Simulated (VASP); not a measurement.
Wanted: the native input for a VASP 6.6.1 run.

```yaml
Task: single point
Functional: PBE
Potentials_or_basis: VASP PAW PBE potentials, release 64 (Ni, Si)
Cutoff: 520 eV
k_mesh: 9 × 9 × 9
Occupations: fermi-dirac, width 0.05 eV
Spin: collinear spin, ferromagnetic start
Starting_moments: "[1.0, 0.0, 0.0] μB"
Hubbard_terms: Ni d U = 2.0 eV
Dipole_correction: no
Further_INCAR_settings: ALGO = Normal; EDIFF = 1e-07; NBANDS = 20
```

The structure of Si2Ni lies in POSCAR:

```
Si2Ni
1.0
    0.0000000000      2.7246567280      2.7246567280
    2.7246567280      0.0000000000      2.7246567280
    2.7246567280      2.7246567280      0.0000000000
Ni Si
1 2
Direct
    0.0000000000      0.0000000000      0.0000000000
    0.7500000000      0.7500000000      0.7500000000
    0.2500000000      0.2500000000      0.2500000000
```

The input as run:

INCAR

```
SYSTEM = Si2Ni
PREC     = Accurate       ! precision mode
ENCUT    = 520            ! plane-wave cutoff, eV
EDIFF    = 1E-7           ! SCF threshold, eV
ISMEAR   = -1             ! smearing method
SIGMA    = 0.05           ! smearing width, eV
LREAL    = .False.        ! projectors in reciprocal space
LASPH    = .True.         ! aspherical terms in the spheres
NELM     = 150            ! most SCF steps
ALGO     = Normal         ! electronic algorithm
ISIF     = 2              ! what is computed and relaxed
LWAVE    = .False.        ! write WAVECAR
LCHARG   = .False.        ! write CHGCAR
ISPIN    = 2              ! spin polarisation
MAGMOM   = 1 0 0          ! initial moments
LORBIT   = 11             ! projections on sites
LMAXMIX  = 4              ! l up to which the mixer works
LDAU     = .True.         ! DFT+U
LDAUTYPE = 2            
LDAUL    = 2 -1           ! shell
LDAUU    = 2 0            ! U, eV
LDAUJ    = 0 0          
LDAUPRINT= 1            
GGA      = PE             ! functional
NBANDS   = 20             ! bands
```

KPOINTS

```
Automatic mesh
0
Gamma
  9 9 9
  0 0 0
```

Potentials or basis: VASP PAW PBE potentials, release 64 (Ni, Si).

Run with:

```console
$ cat potpaw_PBE.64/Ni/POTCAR potpaw_PBE.64/Si/POTCAR > POTCAR
$ mpirun -np 1 vasp_std > vasp.out
```

It gave:

```
Pressure                                              : -1.5 GPa
Band gap on the k mesh                                : zero (filled and empty bands overlap)
Net moment                                            : 0.00 μB per cell
Valence electrons inside the program's atomic spheres : Ni 9.82; Si 1.57
```

Caveat: the U is typed as a test and isn't derived for this compound.

Run time: 36 s on 1 thread of Intel(R) Xeon(R) 6975P-C (Granite Rapids) (shared host), peak memory 0.2 GiB.
